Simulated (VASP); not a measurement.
# Mg33O31 (a cell with a defect) in VASP: further runs

Mg33O31 (a cell with a defect) is run at these levels: PBEsol; tasks: single point.

Everything below comes from runs of VASP 6.6.1. Logs are shortened: lines on timing, memory, paths and dates and some standing lists are left out, and cuts for length are marked.

### 1 The cell of the first run

The cell holds a defect, 64 atoms: a = 8.429 Å, b = 8.429 Å, c = 8.429 Å, α = 90.00°, β = 90.00°, γ = 90.00°.

### 2 Single point, PBEsol

File INCAR:

```
  PREC = Accurate
  ENCUT = 520
  EDIFF = 1E-6
  ISMEAR = -1
  SIGMA = 0.05
  LREAL = Auto
  LASPH = True
  NELM = 100
  ALGO = Normal
  ISIF = 2
  LWAVE = False
  LCHARG = False
  GGA = PS
  NELECT = 250.0
  NBANDS = 164
```

File KPOINTS:

```
Automatic mesh
0
Gamma
  1 1 1
```

File POSCAR:

```
Mg33O31
1.0
    8.4288080000      0.0000000000      0.0000000000
    0.0000000000      8.4288080000      0.0000000000
    0.0000000000      0.0000000000      8.4288080000
O Mg
31 33
Direct
    0.2486760000      0.9972040000      0.0033350000
    0.2486560000      0.0129570000      0.5017430000
    0.2485340000      0.4988090000      0.9875390000
    0.7482720000      0.9985630000      0.0020010000
    0.7469410000      0.9972260000      0.5016410000
    0.7469390000      0.4989650000      0.0033360000
    0.7626680000      0.4989220000      0.5017330000
    0.9995210000      0.2497960000      0.0009250000
    0.0003390000      0.2505960000      0.5000530000
    0.9986950000      0.7480460000      0.0030860000
    0.9950670000      0.7538820000      0.5031970000
    0.4977670000      0.2489540000      0.0030780000
    0.5036020000      0.2453510000      0.5031780000
    0.4978240000      0.7480930000      0.0016430000
    0.4909180000      0.7411650000      0.5006130000
    0.9987310000      0.9975130000      0.2524320000
    0.9994760000      0.9996590000      0.7508350000
    0.9950270000      0.4972770000      0.2467640000
    0.0003600000      0.5005150000      0.7498970000
    0.4978120000      0.9987990000      0.2525290000
    0.4977820000      0.9974850000      0.7515040000
    0.4911150000      0.4997950000      0.2590940000
    0.5035460000      0.4973290000      0.7552540000
    0.2470220000      0.2453020000      0.2467580000
    0.2502430000      0.2506500000      0.7498740000
    0.2495310000      0.7413680000      0.2590770000
    0.2470310000      0.7538430000      0.7552580000
    0.7472330000      0.2489790000      0.2524270000
    0.7493610000      0.2497620000      0.7508160000
    0.7485390000      0.7480840000      0.2525090000
    0.7471880000      0.7480450000      0.7515000000
    0.3392070000      0.5894600000      0.4108560000
    0.9971980000      0.9986770000      0.0018680000
    0.9913430000      0.0067690000      0.5013300000
    0.9912490000      0.4992170000      0.9938320000
    0.9989630000      0.4995860000      0.5008970000
    0.4997530000      0.9992810000      0.0012630000
    0.5001890000      0.0004710000      0.5023300000
    0.5001780000      0.4981890000      0.0000140000
    0.5449150000      0.4709770000      0.5297960000
    0.2489430000      0.2415150000      0.9938220000
    0.2493040000      0.2492600000      0.5008940000
    0.2479270000      0.7504560000      0.0000120000
    0.2206830000      0.7952050000      0.5298040000
    0.7484040000      0.2474610000      0.0018560000
    0.7565020000      0.2416150000      0.5013200000
    0.7490210000      0.7500510000      0.0012480000
    0.7501990000      0.7504600000      0.5023320000
    0.2479360000      0.0005220000      0.2500590000
    0.2489550000      0.0066790000      0.7590000000
    0.2203830000      0.4706500000      0.2052050000
    0.2493610000      0.4996730000      0.7512500000
    0.7490170000      0.9992660000      0.2505220000
    0.7484110000      0.9986960000      0.7530840000
    0.7502490000      0.4982020000      0.2500630000
    0.7564120000      0.4992370000      0.7590030000
    0.9935880000      0.2438520000      0.2500560000
    0.9991560000      0.2494280000      0.7511370000
    0.9967470000      0.7489200000      0.2516630000
    0.9936400000      0.7504940000      0.7566170000
    0.4986520000      0.2470180000      0.2516500000
    0.5002100000      0.2439220000      0.7565970000
    0.5095920000      0.7598370000      0.2405940000
    0.4986020000      0.7489020000      0.7535900000
```

Potentials or basis: VASP PAW PBE potentials, release 64 (O, Mg).

Run with:

```bash
cat potpaw_PBE.64/O/POTCAR potpaw_PBE.64/Mg/POTCAR > POTCAR
mpirun -np 1 vasp_gam > vasp.out
```

OUTCAR:

```text
PREC = Accurate
   ENCUT = 520
   EDIFF = 1E-6
   ISMEAR = -1
   LREAL = Auto
   LASPH = True
   NELM = 100
   ISIF = 2
   GGA = PS
   NELECT = 250.0

 ion  position               nearest neighbor table
   1  0.249  0.997  0.003-  41 2.06  50 2.06  49 2.08  43 2.08  37 2.12  33 2.12
   2  0.249  0.013  0.502-  44 1.87  42 1.99  38 2.12  49 2.12  50 2.17  34 2.17
   3  0.249  0.499  0.988-  51 1.87  52 1.99  39 2.12  43 2.12  35 2.17  41 2.17
   4  0.748  0.999  0.002-  47 2.09  37 2.09  53 2.09  45 2.10  54 2.10  33 2.10
   5  0.747  0.997  0.502-  46 2.06  34 2.06  38 2.08  48 2.08  53 2.12  54 2.12
   6  0.747  0.499  0.003-  35 2.06  56 2.06  55 2.08  39 2.08  47 2.12  45 2.12
   7  0.763  0.499  0.502-  40 1.87  36 1.99  48 2.12  55 2.12  56 2.17  46 2.17
   8  1.000  0.250  0.001-  57 2.10  35 2.10  41 2.10  58 2.11  45 2.12  33 2.12
   9  0.000  0.251  0.500-  34 2.06  46 2.06  42 2.10  36 2.10  57 2.11  58 2.12
  10  0.999  0.748  0.003-  60 2.08  59 2.10  35 2.10  43 2.10  47 2.10  33 2.11
  11  0.995  0.754  0.503-  44 1.95  48 2.06  59 2.12  34 2.13  60 2.14  36 2.14
  12  0.498  0.249  0.003-  62 2.08  61 2.10  41 2.10  39 2.10  37 2.10  45 2.11
  13  0.504  0.245  0.503-  40 1.95  38 2.06  61 2.12  46 2.13  62 2.14  42 2.14
  14  0.498  0.748  0.002-  63 2.02  64 2.09  43 2.11  39 2.11  37 2.12  47 2.12
  15  0.491  0.741  0.501-  32 1.96  64 2.13  48 2.19  38 2.19  63 2.20  40 2.34  44 2.34
  16  0.999  0.998  0.252-  57 2.08  59 2.10  34 2.10  49 2.10  53 2.10  33 2.11
  17  0.999  1.000  0.751-  60 2.10  50 2.10  34 2.10  58 2.11  33 2.12  54 2.12
  18  0.995  0.497  0.247-  51 1.94  55 2.06  59 2.12  35 2.13  57 2.14  36 2.14
  19  0.000  0.501  0.750-  35 2.06  56 2.06  36 2.10  52 2.10  60 2.11  58 2.12
  20  0.498  0.999  0.253-  63 2.02  61 2.09  38 2.11  49 2.11  53 2.12  37 2.12
  21  0.498  0.997  0.752-  62 2.08  64 2.10  50 2.10  38 2.10  37 2.11  54 2.11
  22  0.491  0.500  0.259-  32 1.96  61 2.13  39 2.19  55 2.19  63 2.20  40 2.34  51 2.34
  23  0.504  0.497  0.755-  40 1.94  39 2.06  64 2.12  56 2.13  62 2.14  52 2.14
  24  0.247  0.245  0.247-  51 1.94  49 2.06  61 2.12  41 2.13  57 2.14  42 2.14
  25  0.250  0.251  0.750-  41 2.06  50 2.06  42 2.10  52 2.10  62 2.11  58 2.12
  26  0.250  0.741  0.259-  32 1.96  59 2.13  43 2.18  49 2.19  63 2.20  44 2.34  51 2.34
  27  0.247  0.754  0.755-  44 1.94  43 2.06  64 2.12  50 2.13  60 2.14  52 2.14
  28  0.747  0.249  0.252-  57 2.08  61 2.10  46 2.10  55 2.10  53 2.10  45 2.11
  29  0.749  0.250  0.751-  62 2.10  56 2.10  46 2.10  58 2.11  45 2.12  54 2.12
  30  0.749  0.748  0.253-  63 2.02  59 2.09  48 2.11  55 2.11  53 2.12  47 2.12
  31  0.747  0.748  0.752-  60 2.08  64 2.10  56 2.10  48 2.10  47 2.11  54 2.11
  32  0.339  0.589  0.411-  15 1.96  22 1.96  26 1.96  40 2.24  51 2.24  44 2.24  63 2.49  42 3.06
                            36 3.06  52 3.06  61 3.46  59 3.46  64 3.46
  33  0.997  0.999  0.002-   4 2.10  16 2.11  10 2.11  17 2.12   8 2.12   1 2.12  57 2.94  60 2.94
                            41 2.95  50 2.95  47 2.96  53 2.96  54 2.97  45 2.97  49 2.97  43 2.97
  34  0.991  0.007  0.501-   9 2.06   5 2.06  16 2.10  17 2.10  11 2.13   2 2.17  44 2.64  46 2.80
                            57 2.91  58 2.94  53 2.94  54 2.95  48 2.97  42 2.98  59 3.03  49 3.03
  35  0.991  0.499  0.994-  19 2.06   6 2.06  10 2.10   8 2.10  18 2.13   3 2.17  51 2.64  56 2.80
                            60 2.91  58 2.94  47 2.94  45 2.95  55 2.96  52 2.99  59 3.03  43 3.03
  36  0.999  0.500  0.501-   7 1.99   9 2.10  19 2.10  18 2.14  11 2.14  59 2.97  55 2.98  48 2.98
                            58 2.98  42 2.98  46 2.98  52 2.98  56 2.99  57 3.02  60 3.02  32 3.06
  37  0.500  0.999  0.001-   4 2.09  12 2.10  21 2.11   1 2.12  14 2.12  20 2.12  63 2.85  62 2.92
                            41 2.94  50 2.94  45 2.96  54 2.96  64 2.97  61 2.97  47 2.97  53 2.97
  38  0.500  0.000  0.502-  13 2.06   5 2.08  21 2.10  20 2.11   2 2.12  15 2.19  44 2.93  61 2.96
                            46 2.97  62 2.97  54 2.97  42 2.98  48 2.98  53 2.98  64 3.00  63 3.00
  39  0.500  0.498  0.000-  23 2.06   6 2.08  12 2.10  14 2.11   3 2.12  22 2.19  51 2.93  64 2.96
                            56 2.97  62 2.97  45 2.97  52 2.98  55 2.98  47 2.98  61 3.00  63 3.00
  40  0.545  0.471  0.530-   7 1.87  23 1.94  13 1.95  32 2.24  15 2.34  22 2.34  56 2.64  46 2.64
                            62 2.73  48 2.93  55 2.93  64 3.03  61 3.04  52 3.12  42 3.12  63 3.46
  41  0.249  0.242  0.994-  25 2.06   1 2.06  12 2.10   8 2.10  24 2.13   3 2.17  51 2.64  50 2.80
[... 33 lines left out ...]
  58  0.999  0.249  0.751-  17 2.11   8 2.11  29 2.11   9 2.12  19 2.12  25 2.12  34 2.94  46 2.94
                            41 2.94  35 2.94  50 2.94  56 2.94  42 2.98  36 2.98  52 2.98  45 2.99
  59  0.997  0.749  0.252-  30 2.09  10 2.10  16 2.10  11 2.12  18 2.12  26 2.13  48 2.96  55 2.96
                            53 2.97  47 2.97  36 2.97  33 2.98  49 3.00  43 3.00  34 3.03  35 3.03
  60  0.994  0.750  0.757-  31 2.08  10 2.08  17 2.10  19 2.11  27 2.14  11 2.14  44 2.73  56 2.91
                            35 2.91  47 2.92  54 2.94  33 2.94  43 2.97  48 2.97  52 3.02  36 3.02
  61  0.499  0.247  0.252-  20 2.09  12 2.10  28 2.10  13 2.12  24 2.12  22 2.13  49 2.96  38 2.96
                            53 2.97  37 2.97  42 2.97  45 2.98  55 3.00  39 3.00  46 3.03  41 3.03
  62  0.500  0.244  0.757-  21 2.08  12 2.08  29 2.10  25 2.11  23 2.14  13 2.14  40 2.73  41 2.91
                            50 2.91  37 2.92  54 2.94  45 2.94  39 2.97  38 2.97  52 3.02  42 3.02
  63  0.510  0.760  0.241-  14 2.02  30 2.02  20 2.02  22 2.20  15 2.20  26 2.20  32 2.49  47 2.85
[... 229 lines left out ...]
 SYSTEM =  unknown system
   PREC   = accura    normal or accurate (medium, high low for compatibility)
   ISTART =      0    job   : 0-new  1-cont  2-samecut
   ICHARG =      2    charge: 1-file 2-atom 10-const
   ISPIN  =      1    spin polarized calculation?
   LNONCOLLINEAR =      F non collinear calculations
   LSORBIT =      F    spin-orbit coupling
   LASPH  =      T    aspherical Exc in radial PAW
   ENCUT  =  520.0 eV  38.22 Ry    6.18 a.u.  15.67 15.67 15.67*2*pi/ulx,y,z
   NELM   =    100;   NELMIN=  2; NELMDL= -5     # of ELM steps
   EDIFF  = 0.1E-05   stopping-criterion for ELM
   LREAL  =      T    real-space projection
   EDIFFG = 0.1E-04   stopping-criterion for IOM
   NSW    =      0    number of steps for IOM
   IBRION =     -1    ionic relax: 0-MD 1-quasi-New 2-CG
   NFREE  =      0    steps in history (QN), initial steepest desc. (CG)
   ISIF   =      2    stress and relaxation
   ISYM   =      2    0-nonsym 1-usesym 2-fastsym
   POTIM  = 0.5000    time-step for ionic-motion
   TEBEG  =    0.0;   TEEND  =   0.0 temperature during run
   PSTRESS=    0.0 pullay stress
   NELECT =     250.0000    total number of electrons
   NUPDOWN=      -1.0000    fix difference up-down
   EMIN   =  10.00;   EMAX   =-10.00  energy-range for DOS
   EFERMI =   0.00;   METHOD = LEGACY
   ISMEAR =    -1;   SIGMA  =   0.05  broadening in eV -4-tet -1-fermi 0-gaus
   EFERMI_NEDOS =   21; number of points for ismear=-14 and -15
   IALGO  =     38    algorithm
   IMIX   =      4    mixing-type and parameters
     AMIX     =   0.40;   BMIX     =  1.00
     AMIX_MAG =   1.60;   BMIX_MAG =  1.00
  volume/ion in A,a.u.               =       9.36        63.14
  Fermi-wavevector in a.u.,A,eV,Ry     =   1.223551  2.312176 20.368963  1.497077
  Thomas-Fermi vector in A             =   2.358658
   LORBIT       =      0    0 simple, 1 ext, 2 COOP (PROOUT), +10 PAW based schemes
   GGA     = PS    functional components
   LHFCALC =     F    Hartree Fock is set to
   AEXX    =    0.0000 exact exchange contribution
   IVDW    =     0    specifies the selected vdW correction
   LEPSILON=     F    determine dielectric tensor
   LRPA    =     F    only Hartree local field effects (RPA)
 non-spin polarized calculation
  energy-cutoff  :      520.00
  volume of cell :      598.82
 maximum number of plane-waves:      8068
 NGX is ok and might be reduce to    64
   NGX = 31   NGY = 31   NGZ = 31

 number of electron     249.9999995 magnetization

 Free energy of the ion-electron system (eV)
  ---------------------------------------------------
  ext. energy  EPLUGINS =         0.00000000
  ---------------------------------------------------
  free energy    TOTEN  =      -396.44891379 eV

  energy without entropy =     -396.44891379  energy(sigma->0) =     -396.44891379

 E-fermi :   5.8188     XC(G=0): -11.2677

 val. band max:        4.5911472110   @ k =   0.0000   0.0000   0.0000
 cond. band min:       8.1535084442   @ k =   0.0000   0.0000   0.0000
 fundamental gap:      3.5623612332
 Fermi energy:         5.8188028147

 k-point     1 :       0.0000    0.0000    0.0000
  band No.  band energies     occupation
      1     -14.1059      2.00000
      2     -13.4806      2.00000
      3     -13.4402      2.00000
      4     -13.4399      2.00000
      5     -13.3754      2.00000
      6     -13.3719      2.00000
[... 129 lines left out ...]
    136      11.4530      0.00000
    137      11.4539      0.00000
 [bands above 137 left out]

------------------------ aborting loop because EDIFF is reached ----------------------------------------

  FORCE on cell =-STRESS in cart. coord.  units (eV):
  Direction    XX          YY          ZZ          XY          YZ          ZX
  --------------------------------------------------------------------------------------
  -------------------------------------------------------------------------------------
  Total        3.4699088      3.4530011      3.5154830     -3.0388145      3.0636742      3.0696889
  in kB        9.2838937      9.2386563      9.4058294     -8.1304818      8.1969952      8.2130876
  external PRESSURE =       9.3094598 kB  Pullay stress =       0.0000000 kB

 VOLUME and BASIS-vectors are now :
 -----------------------------------------------------------------------------
  energy-cutoff  :      520.00
  volume of cell :      598.82
      direct lattice vectors                 reciprocal lattice vectors
     8.428808000  0.000000000  0.000000000     0.118640738  0.000000000  0.000000000
     0.000000000  8.428808000  0.000000000     0.000000000  0.118640738  0.000000000
     0.000000000  0.000000000  8.428808000     0.000000000  0.000000000  0.118640738

 POSITION                                       TOTAL-FORCE (eV/Angst)
 -----------------------------------------------------------------------------------
      2.09604      8.40524      0.02811         0.005219     -0.007596      0.005589
      2.09587      0.10921      4.22910        -0.001024      0.027788     -0.007337
      2.09485      4.20437      8.32378         0.007477      0.007284     -0.031819
      6.30704      8.41670      0.01687        -0.005801     -0.008030      0.003005
      6.29582      8.40543      4.22824        -0.005813     -0.008012     -0.005957
      6.29581      4.20568      0.02812        -0.008925      0.005146      0.006177
[... 56 lines left out ...]
      4.29525      6.40452      2.02792         0.049317      0.051509     -0.049018
      4.20262      6.31235      6.35187         0.026650      0.023154      0.026501
 -----------------------------------------------------------------------------------
    total drift:                                0.000580      0.000447      0.014774

  FREE ENERGIE OF THE ION-ELECTRON SYSTEM (eV)
  ---------------------------------------------------
  free  energy   TOTEN  =      -396.4489137912 eV

  energy  without entropy=     -396.4489137912  energy(sigma->0) =     -396.44891379
```

It took 4.2 min on 1 thread of Intel Xeon 6975P-C, shared host; peak memory 0.54 GiB.

Results:

```yaml
Free_energy: -396.4489 eV
Largest_force: 0.131 eV/Å
```

Forces in eV/Å, atoms in the order of the input:
```
O    0.005 -0.008  0.006
O   -0.001  0.028 -0.007
O    0.007  0.007 -0.032
O   -0.006 -0.008  0.003
O   -0.006 -0.008 -0.006
O   -0.009  0.005  0.006
O    0.032 -0.001 -0.007
O    0.004  0.005  0.012
O    0.061  0.065 -0.002
O    0.016 -0.014  0.004
O    0.059 -0.057 -0.013
O   -0.014  0.016  0.005
O   -0.056  0.060 -0.013
O   -0.021 -0.021  0.005
O   -0.061 -0.059  0.012
O    0.016 -0.012  0.018
O    0.008 -0.011 -0.005
O    0.049  0.016  0.052
O    0.058  0.005 -0.058
O   -0.021  0.000  0.015
O   -0.014 -0.013 -0.012
O   -0.071  0.001  0.071
O   -0.055  0.015 -0.052
O    0.014  0.048  0.053
O    0.002  0.062 -0.056
O    0.002 -0.071  0.073
O    0.017 -0.056 -0.051
O   -0.009  0.017  0.018
O   -0.009  0.009 -0.005
O    0.001 -0.022  0.017
O   -0.009 -0.012 -0.013
Mg   0.036  0.041 -0.057
Mg   0.004  0.005 -0.006
Mg  -0.017 -0.004  0.003
Mg  -0.013 -0.001 -0.010
Mg  -0.128 -0.001  0.010
Mg  -0.004  0.005 -0.004
Mg   0.014  0.018 -0.005
Mg   0.011  0.003 -0.008
Mg   0.115 -0.048  0.030
Mg   0.000 -0.012 -0.011
Mg   0.000 -0.130  0.011
Mg   0.002  0.010 -0.006
Mg  -0.045  0.111  0.028
Mg   0.005  0.005 -0.005
Mg  -0.006 -0.015  0.003
Mg   0.004 -0.006 -0.004
Mg   0.018  0.014 -0.005
Mg   0.005  0.007 -0.009
Mg  -0.003  0.014  0.013
Mg  -0.028 -0.026 -0.108
Mg  -0.011 -0.013  0.130
Mg   0.002  0.004  0.006
Mg   0.005  0.004 -0.007
Mg   0.007  0.005 -0.010
Mg   0.010 -0.004  0.013
Mg  -0.019 -0.017 -0.017
Mg  -0.017 -0.017  0.019
Mg  -0.029  0.022 -0.023
Mg  -0.021  0.015  0.018
Mg   0.023 -0.030 -0.022
Mg   0.014 -0.020  0.018
Mg   0.049  0.052 -0.049
Mg   0.027  0.023  0.027
```

Caveat: the k points lie up to 0.75 Å⁻¹ apart; the cell carries a net charge on a neutralising background, which shifts energy and pressure; the cell is charged against a uniform background, so pressure and absolute levels hang on convention; the PAW data sets were made with another functional, which shifts forces and pressure a little.

(Continued in part 2 of 2.)
